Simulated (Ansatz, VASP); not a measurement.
## SiC: VASP beside Ansatz

INCAR

```
  PREC = Accurate
  ENCUT = 520
  EDIFF = 1E-7
  ISMEAR = -1
  SIGMA = 0.1
  LREAL = False
  LASPH = True
  NELM = 80
  ALGO = Normal
  ISIF = 2
  LWAVE = False
  LCHARG = True
  GGA = PS
  LELF = True
  LVHAR = True
  NBANDS = 11
```

Contents of KPOINTS:

```
regular mesh
0
Gamma
  15 15 15
```

File POSCAR:

```
SiC
1.0
    0.0000000000      1.7848109696      1.7848109696
    1.7848109696      0.0000000000      1.7848109696
    1.7848109696      1.7848109696      0.0000000000
Si C
1 1
Direct
    0.0000000000      0.0000000000      0.0000000000
    0.2500000000      0.2500000000      0.2500000000
```

Input for Ansatz:

```yaml
crystal:
  lattice:
    - [0.0, 1.7848109696, 1.7848109696]
    - [1.7848109696, 0.0, 1.7848109696]
    - [1.7848109696, 1.7848109696, 0.0]
  atoms:
    - { symbol: Si, position: [0.0, 0.0, 0.0] }
    - { symbol: C, position: [0.25, 0.25, 0.25] }
kpoints:
  mp_grid: { grid: [15, 15, 15] }
  band_path:
    path:
      - [0.0, 0.0, 0.0]
      - [-0.5, -0.5, 0.0]
      - [-0.375, -0.375, 0.25]
      - [-0.375, 0.0, 0.375]
      - [0.0, 0.0, 0.0]
      - [0.0, 0.0, 0.5]
      - [-0.5, -0.25, 0.25]
      - [-0.5, -0.5, 0.0]
    npoints: 8
scf:
  occupations: { method: fermi_dirac, width: 0.1 }
hamiltonian:
  xc: pbesol
  pseudopotentials: { kind: all_electron, lapw: { basis_error: 0.001 } }
output:
  forces: true
  stress: true
  eigenvalues: true
  populations: true
  dos: { projected: true, de: 0.2, e_range: [-14, 8] }
```

Change from the starting cell: volume scaled by 0.55, LAPW.

Alike in both runs: task single point; functional PBEsol; k mesh 15 × 15 × 15; occupations fermi-dirac, width 0.1 eV; no spin polarisation.

|  | VASP | Ansatz |
| --- | --- | --- |
| version | VASP 6.6.1 | Ansatz 0.2.0 |
| potentials or method | VASP PAW PBE potentials, release 64 (Si, C), cutoff 520 eV | all-electron LAPW, scalar-relativistic |

VASP gave:

```
pressure (GPa) : 399.4
```

Question: Estimate Ansatz's values.

Answer: Pressure (GPa): 396.6.

VASP's potentials were made for PBE, not for PBEsol. Both programs put the cell under a high pressure, so it lies far from rest at this level. Ansatz ran all-electron here, and VASP with PAW potentials.

Noted on VASP's run: the cell as given lies far from equilibrium.
